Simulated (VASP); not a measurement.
A run of VASP 6.6.1 is set up as follows.

File INCAR:

```
SYSTEM = Bi2Se3
ALGO = Normal
EDIFF = 1E-7
ENCUT = 520
GGA = PE
ISIF = 2
ISMEAR = -1
LASPH = .TRUE.
LCHARG = .TRUE.
LELF = .TRUE.
LREAL = .FALSE.
LVHAR = .TRUE.
LWAVE = .FALSE.
NBANDS = 32
NELM = 80
PREC = Accurate
SIGMA = 0.02
```

KPOINTS

```
k-points
0
G
  8 8 8
  0 0 0
```

File POSCAR:

```
Bi2Se3
1.0
    2.0297598977      1.1718824233      9.9666057899
   -2.0297598977      1.1718824233      9.9666057899
    0.0000000000     -2.3437648466      9.9666057899
Bi Se
2 3
Direct
    0.3990546523      0.3990546523      0.3990546523
    0.6009453477      0.6009453477      0.6009453477
    0.2141861613      0.2141861613      0.2141861613
    0.7858138387      0.7858138387      0.7858138387
    0.0000000000      0.0000000000      0.0000000000
```

Potentials or basis: VASP PAW PBE potentials, release 64 (Bi_d, Se).

Launch:

```console
$ cat potpaw_PBE.64/Bi_d/POTCAR potpaw_PBE.64/Se/POTCAR > POTCAR
$ mpirun -np 1 vasp_std > vasp.out
```

Problem. Predict the band gap on the k mesh.

Solution. 0.48 eV.

Problem. Estimate the pressure.

Solution. 3.4 GPa.

Problem. Estimate the largest force.

Solution. 0.196 eV/Å.

Forces on the atoms (eV/Å):
```
Bi   0.000  0.000 -0.110
Bi   0.000  0.000  0.110
Se   0.000  0.000 -0.196
Se   0.000  0.000  0.196
Se   0.000  0.000  0.000
```

Caveat: the cell differs from its parent crystal (epitaxial xy strain -2.0%); the cell stands under pressure; spin-orbit coupling is left out, which moves the levels of the heavy elements. A k mesh can miss the band edges.
